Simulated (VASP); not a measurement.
# NbAs (base) (I4_1md) in VASP: single point with PBE

Aim: the single point of NbAs (base) with PBE.

Everything below comes from runs of VASP 6.6.1. Logs are shortened: lines on timing, memory, paths and dates and some standing lists are left out, and cuts for length are marked.

**1. The cell of the first run**

It takes space group I4_1md (No. 109, tetragonal). Conventional cell: a = 3.473 Å, b = 3.473 Å, c = 11.749 Å, α = 90.00°, β = 90.00°, γ = 90.00°. Nb (site symmetry 2mm) has 6 As at 2.63 to 2.64 Å and 8 Nb at 3.41 to 3.47 Å within 3.5 Å. As (site symmetry 2mm) has 6 Nb at 2.63 to 2.64 Å and 8 As at 3.41 to 3.47 Å within 3.5 Å.

**2. Single point, PBE**

File INCAR:

```
SYSTEM = NbAs
PREC = Accurate ; ENCUT = 500
EDIFF = 1E-6 ; ISMEAR = 0
SIGMA = 0.1 ; LREAL = .FALSE.
LASPH = .TRUE. ; NELM = 120
ALGO = Normal ; ISIF = 2
LWAVE = .FALSE. ; LCHARG = .FALSE.
GGA = PE ; NBANDS = 26
GGA_COMPAT = .FALSE.
```

File KPOINTS:

```
Automatic mesh
0
G
  18 18 18
  0 0 0
```

File POSCAR:

```
NbAs
1.0
   -1.7367377525      1.7367377525      5.8747371940
    1.7367377525     -1.7367377525      5.8747371940
    1.7367377525      1.7367377525     -5.8747371940
Nb As
2 2
Direct
   -0.0011064977     -0.0011064977      0.0000000000
    0.7488935023      0.2488935023      0.5000000000
    0.4171064977      0.4171064977      0.0000000000
    0.1671064977      0.6671064977      0.5000000000
```

Potentials or basis: VASP PAW PBE potentials, release 64 (Nb_sv, As).

On the command line:

```sh
> cat potpaw_PBE.64/Nb_sv/POTCAR potpaw_PBE.64/As/POTCAR > POTCAR
> mpirun -np 1 vasp_std > vasp.out
```

OUTCAR:

```text
SYSTEM = NbAs
   PREC = Accurate
   ENCUT = 500
   EDIFF = 1E-6
   ISMEAR = 0
   LREAL = .FALSE.
   LASPH = .TRUE.
   NELM = 120
   ISIF = 2
   GGA = PE

 ion  position               nearest neighbor table
   1  0.999  0.999  0.000-   4 2.63   4 2.63   3 2.64   3 2.64   3 2.64   3 2.64
   2  0.749  0.249  0.500-   3 2.63   3 2.63   4 2.64   4 2.64   4 2.64   4 2.64
   3  0.417  0.417  0.000-   2 2.63   2 2.63   1 2.64   1 2.64   1 2.64   1 2.64
   4  0.167  0.667  0.500-   1 2.63   1 2.63   2 2.64   2 2.64   2 2.64   2 2.64

  LATTYP: Found a body centered tetragonal cell.
 ALAT       =     3.4734755050
 C/A-ratio  =     3.3826276797

  Lattice vectors:

 A1 = (  -1.7367377525,   1.7367377525,   5.8747371940)
 A2 = (   1.7367377525,  -1.7367377525,   5.8747371940)
 A3 = (   1.7367377525,   1.7367377525,  -5.8747371940)

Analysis of symmetry for initial positions (statically):
=====================================================================
 Subroutine PRICEL returns:
 Original cell was already a primitive cell.

 Routine SETGRP: Setting up the symmetry group for a
 body centered tetragonal supercell.

 Subroutine GETGRP returns: Found  8 space group operations
 (whereof  4 operations were pure point group operations)
 out of a pool of 16 trial point group operations.

The static configuration has the point symmetry C_2v.
 The point group associated with its full space group is C_4v.

Analysis of symmetry for dynamics (positions and initial velocities):
=====================================================================
 Subroutine PRICEL returns:
 Original cell was already a primitive cell.

 Routine SETGRP: Setting up the symmetry group for a
 body centered tetragonal supercell.

 Subroutine GETGRP returns: Found  8 space group operations
 (whereof  4 operations were pure point group operations)
 out of a pool of 16 trial point group operations.

The dynamic configuration has the point symmetry C_2v.
 The point group associated with its full space group is C_4v.

 Subroutine INISYM returns: Found  8 space group operations
 (whereof  4 operations are pure point group operations),
 and found     1 'primitive' translations

----------------------------------------------------------------------------------------

                                     Primitive cell

  volume of cell :      70.8789

  direct lattice vectors                    reciprocal lattice vectors
    -1.736737753  1.736737753  5.874737194     0.000000000  0.287896085  0.085110190
     1.736737753 -1.736737753  5.874737194     0.287896085  0.000000000  0.085110190
     1.736737753  1.736737753 -5.874737194     0.287896085  0.287896085  0.000000000

  length of vectors
     6.367499756  6.367499756  6.367499756     0.300213092  0.300213092  0.407146548

  position of ions in fractional coordinates (direct lattice)
     0.998893502  0.998893502  0.000000000
     0.748893502  0.248893502  0.500000000
     0.417106498  0.417106498  0.000000000
     0.167106498  0.667106498  0.500000000

  ion indices of the primitive-cell ions
   primitive index   ion index
                 1           1
                 2           2
                 3           3
                 4           4

----------------------------------------------------------------------------------------

 KPOINTS: Automatic mesh

Automatic generation of k-mesh.
 Grid dimensions read from file:
 generate k-points for:   18   18   18

 Generating k-lattice:

  Cartesian coordinates                     Fractional coordinates (reciprocal lattice)
     0.000000000  0.015994227  0.004728344     0.055555556 -0.000000000  0.000000000
     0.015994227  0.000000000  0.004728344    -0.000000000  0.055555556  0.000000000
     0.015994227  0.015994227  0.000000000     0.000000000  0.000000000  0.055555556

  Length of vectors
     0.016678505  0.016678505  0.022619253

  Shift w.r.t. Gamma in fractional coordinates (k-lattice)
     0.000000000  0.000000000  0.000000000

 Subroutine IBZKPT returns following result:
 ===========================================

 Found    480 irreducible k-points:

 Following reciprocal coordinates:
            Coordinates               Weight
  0.000000  0.000000  0.000000      1.000000
  0.055556  0.000000  0.000000      8.000000
  0.111111  0.000000  0.000000      8.000000
  0.166667  0.000000 -0.000000      8.000000
  0.222222 -0.000000  0.000000      8.000000
  0.277778  0.000000 -0.000000      8.000000
[... 16 lines left out ...]
 -0.277778  0.055556 -0.000000     16.000000
 -0.222222  0.055556  0.000000     16.000000
 [... further k-points ...]
   k-points           NKPTS =    480   k-points in BZ     NKDIM =    480   number of bands    NBANDS=     26
   number of dos      NEDOS =    301   number of ions     NIONS =      4
   total plane-waves  NPLWV = 110592
   dimension x,y,z NGX =    48 NGY =   48 NGZ =   48
   dimension x,y,z NGXF=    96 NGYF=   96 NGZF=   96
   ions per type =               2   2
   NGX,Y,Z   is equivalent  to a cutoff of  12.53, 12.53, 12.53 a.u.
   NGXF,Y,Z  is equivalent  to a cutoff of  25.06, 25.06, 25.06 a.u.
 SYSTEM =  NbAs
   PREC   = accura    normal or accurate (medium, high low for compatibility)
   ISTART =      0    job   : 0-new  1-cont  2-samecut
   ICHARG =      2    charge: 1-file 2-atom 10-const
   ISPIN  =      1    spin polarized calculation?
   LNONCOLLINEAR =      F non collinear calculations
   LSORBIT =      F    spin-orbit coupling
   LASPH  =      T    aspherical Exc in radial PAW
   ENCUT  =  500.0 eV  36.75 Ry    6.06 a.u.  11.61 11.61 11.61*2*pi/ulx,y,z
   NELM   =    120;   NELMIN=  2; NELMDL= -5     # of ELM steps
   EDIFF  = 0.1E-05   stopping-criterion for ELM
   LREAL  =      F    real-space projection
   EDIFFG = 0.1E-04   stopping-criterion for IOM
   NSW    =      0    number of steps for IOM
   IBRION =     -1    ionic relax: 0-MD 1-quasi-New 2-CG
   NFREE  =      0    steps in history (QN), initial steepest desc. (CG)
   ISIF   =      2    stress and relaxation
   ISYM   =      2    0-nonsym 1-usesym 2-fastsym
   POTIM  = 0.5000    time-step for ionic-motion
   TEBEG  =    0.0;   TEEND  =   0.0 temperature during run
   PSTRESS=    0.0 pullay stress
   NELECT =      36.0000    total number of electrons
   NUPDOWN=      -1.0000    fix difference up-down
   EMIN   =  10.00;   EMAX   =-10.00  energy-range for DOS
   EFERMI =   0.00;   METHOD = LEGACY
   ISMEAR =     0;   SIGMA  =   0.10  broadening in eV -4-tet -1-fermi 0-gaus
   EFERMI_NEDOS =   21; number of points for ismear=-14 and -15
   IALGO  =     38    algorithm
   IMIX   =      4    mixing-type and parameters
     AMIX     =   0.40;   BMIX     =  1.00
     AMIX_MAG =   1.60;   BMIX_MAG =  1.00
  volume/ion in A,a.u.               =      17.72       119.58
  Fermi-wavevector in a.u.,A,eV,Ry     =   1.306181  2.468324 23.213019  1.706109
  Thomas-Fermi vector in A             =   2.437000
   LORBIT       =      0    0 simple, 1 ext, 2 COOP (PROOUT), +10 PAW based schemes
   GGA     = PE    functional components
   LHFCALC =     F    Hartree Fock is set to
   AEXX    =    0.0000 exact exchange contribution
   IVDW    =     0    specifies the selected vdW correction
   LEPSILON=     F    determine dielectric tensor
   LRPA    =     F    only Hartree local field effects (RPA)
 non-spin polarized calculation
 Gauss-broadening in eV      SIGMA  =   0.10
  energy-cutoff  :      500.00
  volume of cell :       70.88
 maximum number of plane-waves:      1821
   NGX = 23   NGY = 23   NGZ = 23

 number of electron      35.9999999 magnetization

 Free energy of the ion-electron system (eV)
  ---------------------------------------------------
  ext. energy  EPLUGINS =         0.00000000
  ---------------------------------------------------
  free energy    TOTEN  =       -32.53445304 eV

  energy without entropy =      -32.53204310  energy(sigma->0) =      -32.53324807

 E-fermi :   9.4130     XC(G=0): -11.7591

 val. band max:        9.4013910383   @ k =  -0.1667  -0.4444   0.1667
 cond. band min:       9.4190400423   @ k =  -0.2222   0.2778   0.2222
 fundamental gap:      0.0176490041
 Fermi energy:         9.4130139602

 k-point     1 :       0.0000    0.0000    0.0000
  band No.  band energies     occupation
      1     -45.7570      2.00000
      2     -45.7310      2.00000
      3     -21.9485      2.00000
      4     -21.8591      2.00000
      5     -21.8591      2.00000
      6     -21.7134      2.00000
[... 18 lines left out ...]
     25      13.2237      0.00000
     26      13.2241      0.00000

 k-point     2 :       0.0556    0.0000    0.0000
  band No.  band energies     occupation
      1     -45.7565      2.00000
      2     -45.7309      2.00000
      3     -21.9466      2.00000
      4     -21.8647      2.00000
      5     -21.8585      2.00000
      6     -21.7191      2.00000
[... 18 lines left out ...]
     25      13.3063      0.00000
     26      13.3552      0.00000

 k-point     3 :       0.1111    0.0000    0.0000
  band No.  band energies     occupation
      1     -45.7551      2.00000
      2     -45.7304      2.00000
      3     -21.9417      2.00000
      4     -21.8801      2.00000
      5     -21.8570      2.00000
      6     -21.7351      2.00000
[... 18 lines left out ...]
     25      13.4473      0.00000
     26      13.7049      0.00000

 k-point     4 :       0.1667    0.0000   -0.0000
  band No.  band energies     occupation
      1     -45.7530      2.00000
      2     -45.7296      2.00000
      3     -21.9390      2.00000
      4     -21.8987      2.00000
      5     -21.8546      2.00000
      6     -21.7586      2.00000
[... 18 lines left out ...]
     25      13.6060      0.00000
     26      14.1755      0.00000
[... 496 lines left out ...]
      1     -45.7443      2.00000
      2     -45.7268      2.00000
      3     -22.0143      2.00000
      4     -21.8880      2.00000
      5     -21.8506      2.00000
      6     -21.8319      2.00000
[... 18 lines left out ...]
     25      13.7492      0.00000
     26      15.2797      0.00000

 k-point    23 :      -0.2778    0.0556   -0.0000
  band No.  band energies     occupation
      1     -45.7472      2.00000
      2     -45.7275      2.00000
      3     -21.9838      2.00000
      4     -21.8950      2.00000
      5     -21.8533      2.00000
      6     -21.8129      2.00000
[... 18 lines left out ...]
     25      13.8360      0.00000
     26      14.9443      0.00000

 k-point    24 :      -0.2222    0.0556    0.0000
  band No.  band energies     occupation
      1     -45.7502      2.00000
      2     -45.7283      2.00000
      3     -21.9543      2.00000
      4     -21.9034      2.00000
      5     -21.8566      2.00000
      6     -21.7859      2.00000
[... 18 lines left out ...]
     25      13.8250      0.00000
     26      14.5108      0.00000

 [... further k-points ...]

------------------------ aborting loop because EDIFF is reached ----------------------------------------

  FORCE on cell =-STRESS in cart. coord.  units (eV):
  Direction    XX          YY          ZZ          XY          YZ          ZX
  --------------------------------------------------------------------------------------
  -------------------------------------------------------------------------------------
  Total        0.0017754      0.0017754     -0.0205982      0.0000000      0.0000000      0.0000000
  in kB        0.0401326      0.0401326     -0.4656117      0.0000000      0.0000000      0.0000000
  external PRESSURE =      -0.1284488 kB  Pullay stress =       0.0000000 kB

 VOLUME and BASIS-vectors are now :
 -----------------------------------------------------------------------------
  energy-cutoff  :      500.00
  volume of cell :       70.88
      direct lattice vectors                 reciprocal lattice vectors
    -1.736737753  1.736737753  5.874737194     0.000000000  0.287896085  0.085110190
     1.736737753 -1.736737753  5.874737194     0.287896085  0.000000000  0.085110190
     1.736737753  1.736737753 -5.874737194     0.287896085  0.287896085  0.000000000

 POSITION                                       TOTAL-FORCE (eV/Angst)
 -----------------------------------------------------------------------------------
      0.00000      0.00000     11.73647        -0.000000      0.000000     -0.000551
     -0.00000      1.73674      2.92437         0.000000     -0.000000     -0.000551
      0.00000      0.00000      4.90078        -0.000000      0.000000      0.000551
      1.73674      0.00000      1.96341         0.000000     -0.000000      0.000551
 -----------------------------------------------------------------------------------
    total drift:                               -0.000000     -0.000000      0.000151

  FREE ENERGIE OF THE ION-ELECTRON SYSTEM (eV)
  ---------------------------------------------------
  free  energy   TOTEN  =       -32.5344530430 eV

  energy  without entropy=      -32.5320430975  energy(sigma->0) =      -32.53324807
```

Wall time 15 min (1 thread of Intel Xeon 6975P-C (Granite Rapids), shared host); peak memory 0.88 GiB.

What came out:

- Free energy: -32.5345 eV
- Pressure: 0.0 GPa
- Band gap on the k mesh: zero (band 18 reaches 9.47 eV, above the bottom of band 19 at 9.40 eV)

Levels at points of the mesh, in eV from the Fermi level:
| k point | band 16 | band 17 | band 18 | band 19 | band 20 | band 21 |
| --- | --- | --- | --- | --- | --- | --- |
| (0.00, 0.00, 0.00) | -1.65 | -1.36 | -1.36 | 0.68 | 1.23 | 2.38 |
| (0.50, 0.00, 0.00) | -1.78 | -1.36 | -0.08 | 0.06 | 1.16 | 2.07 |
| (0.50, 0.50, 0.00) | -2.77 | -0.60 | -0.60 | 2.35 | 2.35 | 2.60 |
| (0.50, 0.50, 0.50) | -2.45 | -0.55 | -0.55 | 0.94 | 0.94 | 1.89 |
